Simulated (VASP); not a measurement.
Input of a VASP 6.6.1 run:

Contents of INCAR:

```
SYSTEM = Re
PREC = Accurate
ENCUT = 600
EDIFF = 1E-6
ISMEAR = 1
SIGMA = 0.1
LREAL = .FALSE.
LASPH = .TRUE.
NELM = 120
ALGO = Normal
ISIF = 2
LWAVE = .FALSE.
LCHARG = .FALSE.
GGA = PE
NBANDS = 14
GGA_COMPAT = .FALSE.
```

The input KPOINTS:

```
regular mesh
0
G
  10 10 5
  0 0 0
```

Contents of POSCAR:

```
Re
1.0
    2.6456303883      0.0000000000      0.0000000000
   -1.3228151941      2.2911803129      0.0000000000
    0.0000000000      0.0000000000      4.2722216014
Re
2
Direct
    0.3333333333      0.6666666667      0.2500000000
    0.6666666667      0.3333333333      0.7500000000
```

Potentials or basis: VASP PAW PBE potentials, release 64 (Re).

Run with:

```console
$ cat potpaw_PBE.64/Re/POTCAR > POTCAR
$ mpirun -np 1 vasp_std > vasp.out
```

Question: Estimate the band gap on the k mesh.

Answer: Zero (bands 7 and 8 overlap by 3.40 eV).

Question: Predict the pressure.

Answer: 72.9 GPa.

Stress tensor (GPa, compression positive):
```
72.83  0.00  0.00
 0.00 72.83  0.00
 0.00  0.00 73.17
```

Caveat: the cell stands under pressure; spin-orbit coupling is left out, which moves the levels of the heavy elements.
